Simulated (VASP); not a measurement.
The system is Sr3CuH2.

```
Sr Cu H
1.0
     5.81660    0.00000    0.00000
    -2.90830    5.03732    0.00000
     0.00000    0.00000    4.90913
Sr Cu H
3 1 2
Direct
  0.43103 0.00000 0.00000
  0.00000 0.43103 0.00000
  0.56897 0.56897 0.00000
  0.00000 0.00000 0.50000
  0.00000 0.00000 0.83503
  0.00000 0.00000 0.16497
```

The cell was generated, and may not be a known phase.

| Quantity | Value |
| --- | --- |
| Program | VASP 6.6.1 |
| Task | relaxation of cell and atoms |
| Functional | PBE |
| Potentials or basis | VASP PAW PBE potentials, release 64 (Sr_sv, Cu, H) |
| Cutoff | 600 eV |
| k mesh | 3 × 3 × 4 |
| Occupations | gaussian, width 0.1 eV |
| Spin | no spin polarisation |

At the start: pressure 4.8 GPa; volume 23.97 Å³/atom.

Question: Where does the relaxation end?

Answer: Over 16 steps the energy falls by 710.2 meV/atom and the volume is 35.32 Å³/atom (+47.3 %); space group P-62m (No. 189, to 0.1 Å) before and after.

The path:
```
step  energy change (eV)  largest force (eV/Å)  pressure (GPa)  volume (Å³)
   1              0.0000                1.4183            4.79       143.84
   2             -1.8184                1.3554            3.20       158.33
   3             -2.3683                3.2174            3.66       174.88
   4             -2.4498                2.2195            3.43       171.10
   5             -3.2025                1.1243           -0.44       199.81
   6             -3.2242                1.0925           -0.94       205.50
   7             -3.5252                1.0106           -0.94       206.76
   8             -4.1570                0.4359           -0.48       210.54
   9             -2.4443                3.2362            5.33       218.21
  10             -4.2227                0.2042           -0.22       211.41
  11             -4.2347                0.1645            0.02       212.02
  12             -4.2394                0.4115           -0.16       212.57
  13             -4.2526                0.1669           -0.06       212.34
  14             -4.2585                0.0661            0.02       211.49
  15             -4.2597                0.0710            0.08       210.97
  16             -4.2610                0.0331           -0.07       211.94
```

Final structure:
```cif
data_structure
_symmetry_space_group_name_H-M 'P 1'
_symmetry_Int_Tables_number 1
_cell_length_a 7.2539
_cell_length_b 7.2539
_cell_length_c 4.6510
_cell_angle_alpha 90.000
_cell_angle_beta 90.000
_cell_angle_gamma 120.000
_cell_volume 211.94
loop_
_atom_site_label
_atom_site_type_symbol
_atom_site_fract_x
_atom_site_fract_y
_atom_site_fract_z
_atom_site_occupancy
Sr1 Sr 0.32237 0.00000 0.00000 1
Sr2 Sr 0.00000 0.32237 0.00000 1
Sr3 Sr 0.67763 0.67763 0.00000 1
Cu1 Cu 0.00000 0.00000 0.50000 1
H1 H 0.00000 0.00000 0.82616 1
H2 H 0.00000 0.00000 0.17384 1
```

Caveat: the k points lie up to 0.34 Å⁻¹ apart in the final cell, too coarse for converged energies and pressures of a metal; the volume moved by over 15 % at a fixed basis, so the end points are rough.
